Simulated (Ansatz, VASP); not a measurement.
Bi: VASP beside Ansatz

INCAR

```
PREC = Accurate
ENCUT = 520
EDIFF = 1E-6
ISMEAR = -1
SIGMA = 0.05
LREAL = F
LASPH = T
NELM = 60
ALGO = Fast
ISIF = 2
LWAVE = F
LCHARG = T
GGA = PS
LELF = T
LVHAR = T
NBANDS = 38
```

Contents of KPOINTS:

```
Automatic mesh
0
Gamma
  6 6 4
```

POSCAR

```
Bi
1.0
    4.6584121839      0.0000000000      0.0000000000
    0.0000000000      4.5263885800      0.0000000000
   -0.3459734563      0.0000000000      6.5119480672
Bi
4
Direct
    0.2513749200      0.2500000000      0.7487333800
    0.7486250800      0.7500000000      0.2512666200
    0.2498876900      0.2500000000      0.2488803300
    0.7501123100      0.7500000000      0.7511196700
```

The input input.yaml:

```yaml
crystal:
  lattice:
    - [4.6584121839, 0.0, 0.0]
    - [0.0, 4.52638858, 0.0]
    - [-0.3459734563, 0.0, 6.5119480672]
  atoms:
    - { symbol: Bi, position: [0.25137492, 0.25, 0.74873338] }
    - { symbol: Bi, position: [0.74862508, 0.75, 0.25126662] }
    - { symbol: Bi, position: [0.24988769, 0.25, 0.24888033] }
    - { symbol: Bi, position: [0.75011231, 0.75, 0.75111967] }
hamiltonian:
  xc: pbesol
  pseudopotentials: { kind: paw }
kpoints:
  mp_grid: { grid: [6, 6, 4] }
scf:
  occupations: { method: fermi_dirac, width: 0.05 }
output:
  forces: true
  stress: true
  eigenvalues: true
```

Alike in both runs: task single point; functional PBEsol; k mesh 6 × 6 × 4; occupations fermi-dirac, width 0.05 eV; no spin polarisation.

|  | VASP | Ansatz |
| --- | --- | --- |
| version | VASP 6.6.1 | Ansatz 0.2.0 |
| potentials or method | VASP PAW PBE potentials, release 64 (Bi_d) | Ansatz PAW |
| plane-wave cutoff (eV) | 520 | 420 |
| valence electrons in the cell | 60 | 60 |

Ansatz gave:

- gap on the k mesh at the Fermi level (eV): none
- pressure (GPa): -1.4
- traceless stress, the component that is largest in VASP (GPa): 0.87

Problem. Estimate VASP's values.

Solution. gap on the k mesh at the Fermi level (eV): none; pressure (GPa): -1.5; traceless stress, the component that is largest in VASP (GPa): 0.87.

VASP's potentials were made for PBE, not for PBEsol. A gap of «none» marks a metal or a gap that the smearing closes.

Neither program's run includes spin-orbit coupling.
